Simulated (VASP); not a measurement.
# BaTiO3 in VASP: a series of runs

BaTiO3 is run at these levels: PBE; tasks: single point.

All numbers are computed with VASP 6.6.1; they aren't measurements. Logs are shortened: lines on timing, memory, paths and dates and some standing lists are left out, and cuts for length are marked.

## Step 1: The cell of the first run

Symmetry: Pm-3m, No. 221, cubic system. The conventional cell has a = 3.890 Å, b = 3.890 Å, c = 3.890 Å, α = 90.00°, β = 90.00°, γ = 90.00°. Ba (site symmetry m-3m) has 12 O at 2.75 Å and 8 Ti at 3.37 Å within 3.6 Å. Within 2.6 Å of Ti (site symmetry m-3m) lie 6 O at 1.94 Å. Within 2.6 Å of O (site symmetry 4/mmm) lie 2 Ti at 1.94 Å.

## Step 2: Single point, PBE

The input, INCAR:

```
PREC = Accurate
ENCUT = 520
EDIFF = 1E-6
ISMEAR = -1
SIGMA = 0.05
LREAL = F
LASPH = T
NELM = 80
ALGO = Normal
ISIF = 2
LWAVE = F
LCHARG = F
GGA = PE
NBANDS = 28
```

The input, KPOINTS:

```
regular mesh
0
Gamma
  7 6 7
```

The input, POSCAR:

```
BaTiO3
1.0
    3.8895231052      0.0014332770     -0.0002033075
   -0.0008822971      2.7507804167      2.7500205748
    0.0012026117     -2.7499322655      2.7506935779
Ba Ti O
1 1 3
Direct
   -0.0000046992      0.9992411115      0.9992480607
    0.4999842006      0.4992337504      0.4992590921
    1.0000073701      0.4992506210      0.4992369605
    0.5000063661      0.4992453182      0.9992368763
    0.5000067623      0.9992491990      0.4992390004
```

Potentials or basis: VASP PAW PBE potentials, release 64 (Ba_sv, Ti_sv, O).

Command:

```
$ cat potpaw_PBE.64/Ba_sv/POTCAR potpaw_PBE.64/Ti_sv/POTCAR potpaw_PBE.64/O/POTCAR > POTCAR
$ mpirun -np 1 vasp_std > vasp.out
```

OUTCAR:

```text
PREC = Accurate
   ENCUT = 520
   EDIFF = 1E-6
   ISMEAR = -1
   LREAL = F
   LASPH = T
   NELM = 80
   ISIF = 2
   GGA = PE

 ion  position               nearest neighbor table
   1  1.000  0.999  0.999-   5 2.75   3 2.75   4 2.75   5 2.75   5 2.75   4 2.75   5 2.75   3 2.75
                             3 2.75   4 2.75   4 2.75   3 2.75   2 3.37   2 3.37   2 3.37   2 3.37
   2  0.500  0.499  0.499-   3 1.94   4 1.94   5 1.94   4 1.94   3 1.94   5 1.94   1 3.37   1 3.37
                             1 3.37   1 3.37   1 3.37   1 3.37   1 3.37   1 3.37
   3  0.000  0.499  0.499-   2 1.94   2 1.94   1 2.75   1 2.75   1 2.75   1 2.75
   4  0.500  0.499  0.999-   2 1.94   2 1.94   1 2.75   1 2.75   1 2.75   1 2.75
   5  0.500  0.999  0.499-   2 1.94   2 1.94   1 2.75   1 2.75   1 2.75   1 2.75

  LATTYP: Found a base centered orthorhombic cell.
 ALAT       =     5.5005892669
 B/A-ratio  =     1.0000116956
 C/A-ratio  =     0.7071340236

  Lattice vectors:

 A1 = (  -3.8895231052,  -0.0014332770,   0.0002033075)
 A2 = (   0.0012026117,  -2.7499322655,   2.7506935779)
 A3 = (  -0.0008822971,   2.7507804167,   2.7500205748)

Analysis of symmetry for initial positions (statically):
=====================================================================
 Subroutine PRICEL returns:
 Original cell was already a primitive cell.

 Routine SETGRP: Setting up the symmetry group for a
 base centered orthorhombic supercell.

 Subroutine GETGRP returns: Found  2 space group operations
 (whereof  1 operations were pure point group operations)
 out of a pool of  8 trial point group operations.

The static configuration has the point symmetry C_1 .
 The point group associated with its full space group is C_1h.

Analysis of symmetry for dynamics (positions and initial velocities):
=====================================================================
 Subroutine PRICEL returns:
 Original cell was already a primitive cell.

 Routine SETGRP: Setting up the symmetry group for a
 base centered orthorhombic supercell.

 Subroutine GETGRP returns: Found  2 space group operations
 (whereof  1 operations were pure point group operations)
 out of a pool of  8 trial point group operations.

The dynamic configuration has the point symmetry C_1 .
 The point group associated with its full space group is C_1h.

 Subroutine INISYM returns: Found  2 space group operations
 (whereof  1 operations are pure point group operations),
 and found     1 'primitive' translations

----------------------------------------------------------------------------------------

                                     Primitive cell

  volume of cell :      58.8443

  direct lattice vectors                    reciprocal lattice vectors
     3.889523105  0.001433277 -0.000203307     0.257100891  0.000097446 -0.000014986
    -0.000882297  2.750780417  2.750020575    -0.000057498  0.181816842  0.181766546
     0.001202612 -2.749932266  2.750693578     0.000076487 -0.181772350  0.181822599

  length of vectors
     3.889523375  3.889653820  3.889530058     0.257100910  0.257092288  0.257100468

  position of ions in fractional coordinates (direct lattice)
     0.999995301  0.999241111  0.999248061
     0.499984201  0.499233750  0.499259092
     0.000007370  0.499250621  0.499236960
     0.500006366  0.499245318  0.999236876
     0.500006762  0.999249199  0.499239000

  ion indices of the primitive-cell ions
   primitive index   ion index
                 1           1
                 2           2
                 3           3
                 4           4
                 5           5

----------------------------------------------------------------------------------------

 KPOINTS: regular mesh

Automatic generation of k-mesh.
 Grid dimensions read from file:
 generate k-points for:    7    6    7

 Generating k-lattice:

  Cartesian coordinates                     Fractional coordinates (reciprocal lattice)
     0.036728699  0.000013921 -0.000002141     0.142857143 -0.000000000  0.000000000
    -0.000009583  0.030302807  0.030294424     0.000000000  0.166666667  0.000000000
     0.000010927 -0.025967479  0.025974657     0.000000000  0.000000000  0.142857143

  Length of vectors
     0.036728701  0.042848715  0.036728638

  Shift w.r.t. Gamma in fractional coordinates (k-lattice)
     0.000000000  0.000000000  0.000000000

 Subroutine IBZKPT returns following result:
 ===========================================

 Found     88 irreducible k-points:

 Following reciprocal coordinates:
            Coordinates               Weight
  0.000000  0.000000  0.000000      1.000000
  0.142857 -0.000000 -0.000000      4.000000
  0.285714  0.000000 -0.000000      4.000000
  0.428571  0.000000 -0.000000      4.000000
 -0.000000  0.166667  0.000000      2.000000
  0.142857  0.166667 -0.000000      4.000000
[... 16 lines left out ...]
  0.142857  0.000000  0.142857      2.000000
  0.285714  0.000000  0.142857      4.000000
 [... further k-points ...]
   k-points           NKPTS =     88   k-points in BZ     NKDIM =     88   number of bands    NBANDS=     28
   number of dos      NEDOS =    301   number of ions     NIONS =      5
   total plane-waves  NPLWV =  27000
   dimension x,y,z NGX =    30 NGY =   30 NGZ =   30
   dimension x,y,z NGXF=    60 NGYF=   60 NGZF=   60
   ions per type =               1   1   3
   NGX,Y,Z   is equivalent  to a cutoff of  12.82, 12.82, 12.82 a.u.
   NGXF,Y,Z  is equivalent  to a cutoff of  25.65, 25.64, 25.65 a.u.
 SYSTEM =  unknown system
   PREC   = accura    normal or accurate (medium, high low for compatibility)
   ISTART =      0    job   : 0-new  1-cont  2-samecut
   ICHARG =      2    charge: 1-file 2-atom 10-const
   ISPIN  =      1    spin polarized calculation?
   LNONCOLLINEAR =      F non collinear calculations
   LSORBIT =      F    spin-orbit coupling
   LASPH  =      T    aspherical Exc in radial PAW
   ENCUT  =  520.0 eV  38.22 Ry    6.18 a.u.   7.23  7.23  7.23*2*pi/ulx,y,z
   NELM   =     80;   NELMIN=  2; NELMDL= -5     # of ELM steps
   EDIFF  = 0.1E-05   stopping-criterion for ELM
   LREAL  =      F    real-space projection
   EDIFFG = 0.1E-04   stopping-criterion for IOM
   NSW    =      0    number of steps for IOM
   IBRION =     -1    ionic relax: 0-MD 1-quasi-New 2-CG
   NFREE  =      0    steps in history (QN), initial steepest desc. (CG)
   ISIF   =      2    stress and relaxation
   ISYM   =      2    0-nonsym 1-usesym 2-fastsym
   POTIM  = 0.5000    time-step for ionic-motion
   TEBEG  =    0.0;   TEEND  =   0.0 temperature during run
   PSTRESS=    0.0 pullay stress
   NELECT =      40.0000    total number of electrons
   NUPDOWN=      -1.0000    fix difference up-down
   EMIN   =  10.00;   EMAX   =-10.00  energy-range for DOS
   EFERMI =   0.00;   METHOD = LEGACY
   ISMEAR =    -1;   SIGMA  =   0.05  broadening in eV -4-tet -1-fermi 0-gaus
   EFERMI_NEDOS =   21; number of points for ismear=-14 and -15
   IALGO  =     38    algorithm
   IMIX   =      4    mixing-type and parameters
     AMIX     =   0.40;   BMIX     =  1.00
     AMIX_MAG =   1.60;   BMIX_MAG =  1.00
  volume/ion in A,a.u.               =      11.77        79.42
  Fermi-wavevector in a.u.,A,eV,Ry     =   1.439439  2.720146 28.191072  2.071985
  Thomas-Fermi vector in A             =   2.558295
   LORBIT       =      0    0 simple, 1 ext, 2 COOP (PROOUT), +10 PAW based schemes
   GGA     = PE    functional components
   LHFCALC =     F    Hartree Fock is set to
   AEXX    =    0.0000 exact exchange contribution
   IVDW    =     0    specifies the selected vdW correction
   LEPSILON=     F    determine dielectric tensor
   LRPA    =     F    only Hartree local field effects (RPA)
 non-spin polarized calculation
  energy-cutoff  :      520.00
  volume of cell :       58.84
 maximum number of plane-waves:      1622
 NGX is ok and might be reduce to    30
   NGX = 15   NGY = 15   NGZ = 15

 number of electron      40.0000016 magnetization

 Free energy of the ion-electron system (eV)
  ---------------------------------------------------
  ext. energy  EPLUGINS =         0.00000000
  ---------------------------------------------------
  free energy    TOTEN  =       -39.54944883 eV

  energy without entropy =      -39.54944883  energy(sigma->0) =      -39.54944883

 E-fermi :   5.4810     XC(G=0): -11.7194

 val. band max:        4.4858288786   @ k =  -0.4286   0.5000   0.4286
 cond. band min:       6.4333371565   @ k =   0.0000   0.0000   0.0000
 fundamental gap:      1.9475082780
 Fermi energy:         5.4809678373

 k-point     1 :       0.0000    0.0000    0.0000
  band No.  band energies     occupation
      1     -51.7456      2.00000
      2     -28.0098      2.00000
      3     -28.0098      2.00000
      4     -28.0097      2.00000
      5     -20.1223      2.00000
      6     -12.5488      2.00000
[... 20 lines left out ...]
     27       9.6799      0.00000
     28      12.9082      0.00000

 k-point     2 :       0.1429   -0.0000   -0.0000
  band No.  band energies     occupation
      1     -51.7453      2.00000
      2     -28.0252      2.00000
      3     -28.0092      2.00000
      4     -28.0091      2.00000
      5     -20.0875      2.00000
      6     -12.5869      2.00000
[... 20 lines left out ...]
     27      10.1319      0.00000
     28      13.4160      0.00000

 k-point     3 :       0.2857    0.0000   -0.0000
  band No.  band energies     occupation
      1     -51.7446      2.00000
      2     -28.0596      2.00000
      3     -28.0078      2.00000
      4     -28.0077      2.00000
      5     -20.0070      2.00000
      6     -12.7648      2.00000
[... 20 lines left out ...]
     27      11.2669      0.00000
     28      13.2630      0.00000

 k-point     4 :       0.4286    0.0000   -0.0000
  band No.  band energies     occupation
      1     -51.7440      2.00000
      2     -28.0868      2.00000
      3     -28.0067      2.00000
      4     -28.0067      2.00000
      5     -19.9402      2.00000
      6     -12.9428      2.00000
[... 20 lines left out ...]
     27      12.4164      0.00000
     28      13.1032      0.00000

 k-point     5 :      -0.0000    0.1667    0.0000
  band No.  band energies     occupation
      1     -51.7452      2.00000
      2     -28.0303      2.00000
      3     -28.0090      2.00000
      4     -28.0089      2.00000
      5     -20.0759      2.00000
      6     -12.6070      2.00000
[... 20 lines left out ...]
     27      10.2861      0.00000
     28      13.5236      0.00000

 k-point     6 :       0.1429    0.1667   -0.0000
  band No.  band energies     occupation
      1     -51.7449      2.00000
      2     -28.0296      2.00000
      3     -28.0242      2.00000
      4     -28.0083      2.00000
      5     -20.0444      2.00000
      6     -12.5934      2.00000
[... 463 lines left out ...]
      5     -19.8627      2.00000
      6     -12.5784      2.00000
[... 20 lines left out ...]
     27      13.5031      0.00000
     28      14.2910      0.00000

 k-point    22 :       0.4286    0.5000    0.0000
  band No.  band energies     occupation
      1     -51.7424      2.00000
      2     -28.0850      2.00000
      3     -28.0809      2.00000
      4     -28.0036      2.00000
      5     -19.8241      2.00000
      6     -12.3203      2.00000
[... 20 lines left out ...]
     27      13.1565      0.00000
     28      14.9842      0.00000

 k-point    23 :       0.1429    0.0000    0.1429
  band No.  band energies     occupation
      1     -51.7450      2.00000
      2     -28.0250      2.00000
      3     -28.0239      2.00000
      4     -28.0086      2.00000
      5     -20.0551      2.00000
      6     -12.5861      2.00000
[... 20 lines left out ...]
     27      10.5556      0.00000
     28      13.4998      0.00000

 k-point    24 :       0.2857    0.0000    0.1429
  band No.  band energies     occupation
      1     -51.7443      2.00000
      2     -28.0586      2.00000
      3     -28.0228      2.00000
      4     -28.0072      2.00000
      5     -19.9806      2.00000
      6     -12.6913      2.00000
[... 20 lines left out ...]
     27      11.6687      0.00000
     28      13.5827      0.00000

 [... further k-points ...]

------------------------ aborting loop because EDIFF is reached ----------------------------------------

  FORCE on cell =-STRESS in cart. coord.  units (eV):
  Direction    XX          YY          ZZ          XY          YZ          ZX
  --------------------------------------------------------------------------------------
  -------------------------------------------------------------------------------------
  Total        8.2675361      8.2669348      8.2667410      0.0005006     -0.0007279     -0.0003981
  in kB      225.1034838    225.0871096    225.0818345      0.0136294     -0.0198190     -0.0108397
  external PRESSURE =     225.0908093 kB  Pullay stress =       0.0000000 kB

 VOLUME and BASIS-vectors are now :
 -----------------------------------------------------------------------------
  energy-cutoff  :      520.00
  volume of cell :       58.84
      direct lattice vectors                 reciprocal lattice vectors
     3.889523105  0.001433277 -0.000203307     0.257100891  0.000097446 -0.000014986
    -0.000882297  2.750780417  2.750020575    -0.000057498  0.181816842  0.181766546
     0.001202612 -2.749932266  2.750693578     0.000076487 -0.181772350  0.181822599

 POSITION                                       TOTAL-FORCE (eV/Angst)
 -----------------------------------------------------------------------------------
      3.88982      0.00226      5.49636         0.000020      0.000087      0.000058
      1.94486      0.00107      2.74611         0.000143      0.000429      0.000225
      0.00019      0.00046      2.74620        -0.000107     -0.000229     -0.000174
      1.94555     -1.37380      4.12143        -0.000039     -0.000278     -0.000126
      1.94451      1.37656      4.12111        -0.000018     -0.000008      0.000017
 -----------------------------------------------------------------------------------
    total drift:                               -0.007400      0.004795     -0.005475

  FREE ENERGIE OF THE ION-ELECTRON SYSTEM (eV)
  ---------------------------------------------------
  free  energy   TOTEN  =       -39.5494488308 eV

  energy  without entropy=      -39.5494488303  energy(sigma->0) =      -39.54944883
```

It took 2.1 min on 1 thread of Intel Xeon Platinum 8259CL at 2.50GHz (Skylake/Cascade Lake), shared host; peak memory 0.28 GiB.

Results:

- Free energy: -39.5494 eV
- Pressure: 22.5 GPa
- Band gap on the k mesh: 1.95 eV, indirect (least direct gap 1.96 eV)

Caveat: spin-orbit coupling is left out, which moves the levels of the heavy elements. A k mesh can miss the band edges.

[end of part 1 of 2]
